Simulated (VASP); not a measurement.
Write the native input for VASP 6.6.1 that does the following.

| Property | Result |
| --- | --- |
| Task | single point |
| Functional | RPBE |
| Potentials or basis | VASP PAW PBE potentials, release 64 (In_d) |
| Cutoff | 520 eV |
| k mesh | 11 × 11 × 11 |
| Occupations | gaussian, width 0.02 eV |
| Spin | no spin polarisation |
| Dipole correction | no |
| Further INCAR settings | ALGO = Fast; EDIFF = 1e-06; NBANDS = 12 |

The structure of In lies in POSCAR:

```
In
1.0
   -1.6254700000      1.6254700000      2.4737000000
    1.6254700000     -1.6254700000      2.4737000000
    1.6254700000      1.6254700000     -2.4737000000
In
1
Direct
    0.0000000000      0.0000000000      0.0000000000
```

These files were run (other wordings do the same):

INCAR

```
SYSTEM = In
PREC = Accurate ; ENCUT = 520
EDIFF = 1E-6 ; ISMEAR = 0
SIGMA = 0.02 ; LREAL = .False.
LASPH = .True. ; NELM = 100
ALGO = Fast ; ISIF = 2
LWAVE = .False. ; LCHARG = .False.
GGA = RP ; NBANDS = 12
```

KPOINTS

```
Automatic mesh
0
Gamma
  11 11 11
  0 0 0
```

Potentials or basis: VASP PAW PBE potentials, release 64 (In_d).

Launch:

```console
$ cat potpaw_PBE.64/In_d/POTCAR > POTCAR
$ mpirun -np 1 vasp_std > vasp.out
```

Results of the run:

```
Pressure               : 3.7 GPa
Band gap on the k mesh : zero (an odd number of electrons rules out a gap without spin polarisation)
```

Caveat: the cell stands under pressure; the PAW data sets were made with another functional, which shifts forces and pressure a little; spin-orbit coupling is left out, which moves the levels of the heavy elements.

Wall time 56 s on 1 thread of Intel Xeon 8259CL, with other jobs on the host, peak memory 0.18 GiB.
